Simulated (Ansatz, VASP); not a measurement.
# One calculation of TiO2, two programs

File INCAR:

```
SYSTEM = TiO2
PREC = Accurate
ENCUT = 520
EDIFF = 1E-6
ISMEAR = 0
SIGMA = 0.05
LREAL = .FALSE.
LASPH = .TRUE.
NELM = 60
ALGO = Normal
ISIF = 2
LWAVE = .FALSE.
LCHARG = .FALSE.
GGA = PE
NBANDS = 33
```

KPOINTS

```
Automatic mesh
0
G
  6 6 10
  0 0 0
```

File POSCAR:

```
TiO2
1.0
    4.5273148210      0.0000000000      0.0000000000
    0.0000000000      4.5273148210      0.0000000000
    0.0000000000      0.0000000000      2.8897670966
Ti O
2 4
Direct
    0.0000000000      0.0000000000      0.0196221979
    0.5000000000      0.5000000000      0.5196221979
    0.3050970583      0.3050970583     -0.0293535767
    0.1949029417      0.8050970583      0.4706464233
    0.6949029417      0.6949029417     -0.0293535767
    0.8050970583      0.1949029417      0.4706464233
```

Input for Ansatz:

```yaml
crystal:
  lattice:
    - [4.527314821, 0.0, 0.0]
    - [0.0, 4.527314821, 0.0]
    - [0.0, 0.0, 2.8897670966]
  atoms:
    - { symbol: Ti, position: [0.0, 0.0, 0.0196221979] }
    - { symbol: Ti, position: [0.5, 0.5, 0.5196221979] }
    - { symbol: O, position: [0.3050970583, 0.3050970583, -0.0293535767] }
    - { symbol: O, position: [0.1949029417, 0.8050970583, 0.4706464233] }
    - { symbol: O, position: [0.6949029417, 0.6949029417, -0.0293535767] }
    - { symbol: O, position: [0.8050970583, 0.1949029417, 0.4706464233] }
basis:
  ecutwfc: 520.0
kpoints:
  mp_grid: { grid: [6, 6, 10] }
hamiltonian:
  xc: pbe
  pseudopotentials: { kind: paw, azcp: { folder: soft_1 } }
scf:
  occupations: { method: gaussian, width: 0.05 }
output:
  forces: true
  stress: true
  eigenvalues: true
```

Change from the starting cell: mode 1 frozen in at -0.087 Å, equal normal strain along x, y and z -0.0250.

Alike in both runs: task single point; functional PBE; k mesh 6 × 6 × 10; occupations gaussian, width 0.05 eV; no spin polarisation.

|  | VASP | Ansatz |
| --- | --- | --- |
| version | VASP 6.6.1 | Ansatz 0.2.0 |
| potentials or method | VASP PAW PBE potentials, release 64 (Ti_sv, O), cutoff 520 eV | scalar-relativistic, plane waves, PAW |
| valence electrons in the cell | 48 | 48 |

```tsv
	VASP	Ansatz	Ansatz less VASP
gap on the k mesh at the Fermi level (eV)	2.31	2.34	+0.032
least direct gap on the mesh (eV)	2.64	2.67	+0.031
pressure (GPa)	24.6	23.9	-0.74
traceless stress, the component that is largest in VASP (GPa)	5.00	4.76	-0.242
rms of the force components (eV/Å)	0.534	0.502	-0.0319
```

Atom by atom the forces differ by 0.032 eV/Å (rms over components). With one functional, cell and mesh, what is left measures potentials, basis and numerics.
